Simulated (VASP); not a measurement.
Runs of VASP 6.6.1 on H. The structure is that of space group P4/mmm (No. 123), or close to it. The cells are those of the table. 

```csv
task,level,cell,cutoff (eV),gap on the mesh (eV),pressure (GPa),relaxed volume (Å³/atom)
relaxation of cell and atoms,PBEsol,"relaxed from a = 2.650, b = 2.650, c = 0.980 Å, 1 atom",600,none,0.0,(a)
single point,PBEsol+D3(BJ),"a = 2.796, b = 2.796, c = 0.990 Å, 1 atom",520,none,-0.2,-
relaxation of cell and atoms,PBEsol+D3(BJ),"relaxed from a = 2.650, b = 2.650, c = 0.980 Å, 1 atom",600,none,0.1,7.43
single point,PBEsol+D3(BJ),"a = 2.852, b = 2.852, c = 0.990 Å, 1 atom",520,none,(b),-
single point,PBEsol+D4,"a = 2.817, b = 2.817, c = 0.987 Å, 1 atom",520,none,-0.2,-
single point,PBEsol+D3(BJ),"a = 2.650, b = 2.650, c = 0.980 Å, 1 atom",520,none,1.3,-
single point,PBEsol,"a = 3.218, b = 3.218, c = 0.990 Å, 1 atom",520,none,-0.1,-
relaxation of cell and atoms,PBEsol+D4,"relaxed from a = 2.650, b = 2.650, c = 0.980 Å, 1 atom",600,none,0.0,7.62
```

Alike in all rows: potentials or basis VASP PAW PBE potentials, release 64 (H); no spin polarisation; k mesh 10 × 10 × 26; smearing fermi-dirac 0.05 eV.

Q: Estimate the missing entries.

A: (a) 8.70; (b) -0.3.

Caveats: the PAW data sets were made with another functional, which shifts forces and pressure a little; three body term missing (at least some runs); the volume moved by over 15 % at a fixed basis, so the end points are rough (at least some runs).

A gap of «none» marks levels without a gap at the run's occupations.
